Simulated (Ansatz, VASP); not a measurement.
One calculation of AgO2, two programs

File POSCAR:

```
AgO2
1.0
    2.7966796001     -1.6200103532      0.0018619433
    2.7966796001      1.6200103532      0.0018619433
   -0.0001285451      0.0000000000      3.9988424268
O Ag
2 1
Direct
    0.6773456619      0.6773456619      0.7113612655
    0.3226543381      0.3226543381      0.2886387345
    0.0000000000      0.0000000000      0.0000000000
```

The input INCAR.step1:

```
PREC = Accurate
ENCUT = 520
ISMEAR = 0
SIGMA = 0.1
LREAL = F
LASPH = T
NELM = 80
NBANDS = 18
GGA = PE
ALGO = Normal
EDIFF = 1E-4
LWAVE = T
LCHARG = F
```

Contents of INCAR.step2:

```
PREC = Accurate
ENCUT = 520
EDIFF = 1E-6
ISMEAR = 0
SIGMA = 0.1
LREAL = F
LASPH = T
NELM = 80
ALGO = Normal
ISIF = 2
LWAVE = F
LCHARG = T
METAGGA = R2SCAN
LMIXTAU = T
LELF = T
LVHAR = T
NBANDS = 18
ISTART = 1
```

The input KPOINTS:

```
Automatic mesh
0
Gamma
  6 6 4
```

Input for Ansatz:

```yaml
crystal:
  lattice:
    - [2.7966796001, -1.6200103532, 0.0018619433]
    - [2.7966796001, 1.6200103532, 0.0018619433]
    - [-0.0001285451, 0.0, 3.9988424268]
  atoms:
    - { symbol: O, position: [0.6773456619, 0.6773456619, 0.7113612655] }
    - { symbol: O, position: [0.3226543381, 0.3226543381, 0.2886387345] }
    - { symbol: Ag, position: [0.0, 0.0, 0.0] }
basis:
  ecutwfc: 500
kpoints:
  mp_grid: { grid: [6, 6, 4] }
hamiltonian:
  xc: r2scan
scf:
  occupations: { method: gaussian, width: 0.1 }
output:
  forces: true
  stress: true
  eigenvalues: true
```

Alike in both runs: task single point; functional r2SCAN; k mesh 6 × 6 × 4; occupations gaussian, width 0.1 eV; no spin polarisation.

|  | VASP | Ansatz |
| --- | --- | --- |
| version | VASP 6.6.1 | Ansatz 0.2.0 |
| potentials or method | VASP PAW PBE potentials, release 64 (O, Ag), cutoff 520 eV | scalar-relativistic, plane waves, PAW |
| valence electrons in the cell | 23 | 31 |

|  | VASP | Ansatz | Ansatz less VASP |
| --- | --- | --- | --- |
| gap on the k mesh at the Fermi level (eV) | none | none | - |
| pressure (GPa) | -13.0 | -13.2 | -0.19 |
| traceless stress, the component that is largest in VASP (GPa) | 3.02 | 3.00 | -0.015 |
| rms of the force components (eV/Å) | 0.679 | 0.702 | +0.0234 |

VASP's potentials were made for PBE, not for r2SCAN. Atom by atom the forces differ by 0.024 eV/Å (rms over components). A gap of «none» marks a metal or a gap that the smearing closes. With one functional, cell and mesh, what is left measures potentials, basis and numerics. VASP's potentials hold 23 valence electrons a cell and Ansatz's 31, so a difference there can come from the potentials and not from the codes.

The k mesh is coarse, so the values compare programs but aren't converged.
